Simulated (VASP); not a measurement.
B5P3, 8 atoms in the cell. The structure is tetragonal, space group I4/mmm (No. 139). Conventional cell: a = 5.038 Å, b = 5.038 Å, c = 5.709 Å, α = 90.00°, β = 90.00°, γ = 90.00°. Within 3.0 Å of B (site symmetry 2/m) lie 8 B at 2.28 to 2.85 Å and 6 P at 2.28 Å. B (site symmetry 4/mmm) has 8 B at 2.28 Å and 6 P at 2.52 to 2.85 Å within 3.0 Å. Within 3.0 Å of P (site symmetry mmm) lie 10 B at 2.28 to 2.52 Å and 4 P at 2.52 to 2.85 Å. Within 3.0 Å of P (site symmetry 4/mmm) lie 10 B at 2.28 to 2.85 Å and 4 P at 2.52 Å. The cell was built from a structure type or drawn by symmetry, and may not be a known phase.

| Item | Value |
| --- | --- |
| Program | VASP 6.6.1 |
| Task | single point |
| Functional | PBE |
| Potentials or basis | VASP PAW PBE potentials, release 64 (B, P) |
| Cutoff | 520 eV |
| k mesh | 10 × 10 × 10 |
| Occupations | gaussian, width 0.1 eV |
| Spin | no spin polarisation |
| Dipole correction | no |
| Further INCAR settings | ALGO = Normal; EDIFF = 1e-07; NBANDS = 25 |

Potentials or basis: VASP PAW PBE potentials, release 64 (B, P).

Launch:

```console
$ cat potpaw_PBE.64/B/POTCAR potpaw_PBE.64/P/POTCAR > POTCAR
$ mpirun -np 1 vasp_std > vasp.out
```

Hardware: 1 thread of AMD EPYC 9R45 96-Core Processor (Zen 5) (shared host).

Task: Estimate the wall time of this run.

Result: Run time: 2 min on 1 thread of AMD EPYC 9R45 96-Core Processor (Zen 5), with other jobs on the host, peak memory 0.26 GiB. Counts: scf iterations 12, k points 102.
